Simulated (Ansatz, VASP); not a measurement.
**Two plane-wave programs on Pd**

File POSCAR:

```
Pd
1.0
    0.0000000000      1.9201927211      1.9201927211
    1.9201927211      0.0000000000      1.9201927211
    1.9201927211      1.9201927211      0.0000000000
Pd
1
Direct
    0.0000000000      0.0000000000      0.0000000000
```

File INCAR.step1:

```
ALGO = Normal
EDIFF = 1E-5
ENCUT = 520
GGA = PE
ISIF = 2
ISMEAR = -1
LASPH = T
LCHARG = F
LREAL = F
LWAVE = T
NBANDS = 11
NELM = 80
PREC = Accurate
SIGMA = 0.05
```

File INCAR.step2:

```
AEXX = 1.0
AGGAC = 0.0
ALDAC = 0.0
ALGO = Normal
EDIFF = 1E-7
ENCUT = 520
GGA = PE
ISIF = 2
ISMEAR = -1
ISTART = 1
LASPH = T
LCHARG = F
LHFCALC = T
LREAL = F
LWAVE = F
NBANDS = 11
NELM = 80
PREC = Accurate
PRECFOCK = Normal
SIGMA = 0.05
```

The input KPOINTS:

```
k-points
0
Gamma
  6 6 6
```

The input input.yaml:

```yaml
crystal:
  lattice:
    - [0.0, 1.9201927211, 1.9201927211]
    - [1.9201927211, 0.0, 1.9201927211]
    - [1.9201927211, 1.9201927211, 0.0]
  atoms:
    - { symbol: Pd, position: [0.0, 0.0, 0.0] }
hamiltonian:
  xc: hf
  pseudopotentials: { kind: paw }
kpoints:
  mp_grid: { grid: [6, 6, 6] }
scf:
  occupations: { method: fermi_dirac, width: 0.05 }
output:
  forces: true
  stress: true
  eigenvalues: true
```

Alike in both runs: task single point; functional HF; k mesh 6 × 6 × 6; occupations fermi-dirac, width 0.05 eV; no spin polarisation.

```csv
,VASP,Ansatz
version,VASP 6.6.1,Ansatz 0.2.0
potentials or method,"VASP PAW PBE potentials, release 64 (Pd)",Ansatz PAW
plane-wave cutoff (eV),520,420
valence electrons in the cell,10,18
```

|  | VASP | Ansatz | Ansatz less VASP |
| --- | --- | --- | --- |
| gap on the k mesh at the Fermi level (eV) | none | none | - |
| pressure (GPa) | 21.7 | 28.2 | +6.51 |

VASP's potentials were made for PBE, not for HF. A gap of «none» marks a metal or a gap that the smearing closes. VASP's potentials hold 10 valence electrons a cell and Ansatz's 18, so a difference there can come from the potentials and not from the codes.

The k mesh is coarse, so the values compare programs but aren't converged. Noted on Ansatz's run: Pulay correction over one GPa.
